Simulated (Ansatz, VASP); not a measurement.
# One calculation of TePb, two programs

```
Pb Te
1.0
     0.00000    2.69034    2.69034
     2.69034    0.00000    2.69034
     2.69034    2.69034    0.00000
Pb Te
1 1
Direct
  0.00000 0.00000 0.00000
  0.50000 0.50000 0.50000
```

Change from the starting cell: volume scaled by 0.55, norm-conserving files.

Alike in both runs: task single point; functional PBE; k mesh 11 × 11 × 11; occupations fermi-dirac, width 0.1 eV; no spin polarisation.

|  | VASP | Ansatz |
| --- | --- | --- |
| version | VASP 6.6.1 | Ansatz 0.2.0 |
| potentials or method | VASP PAW PBE potentials, release 64 (Pb_d, Te) | norm-conserving pseudopotentials, scalar-relativistic |
| plane-wave cutoff (eV) | 520 | 1120 |
| valence electrons in the cell | 20 | 30 |

```tsv
	VASP	Ansatz	Ansatz less VASP
pressure (GPa)	87.6	87.9	+0.27
```

Both programs put the cell under a high pressure, so it lies far from rest at this level. The functional is the same, so the differences come from potentials, cutoffs and numerics. VASP's potentials hold 20 valence electrons a cell and Ansatz's 30, so a difference there can come from the potentials and not from the codes.

Spin-orbit coupling is off throughout. Noted on VASP's run: the cell as given lies far from equilibrium.
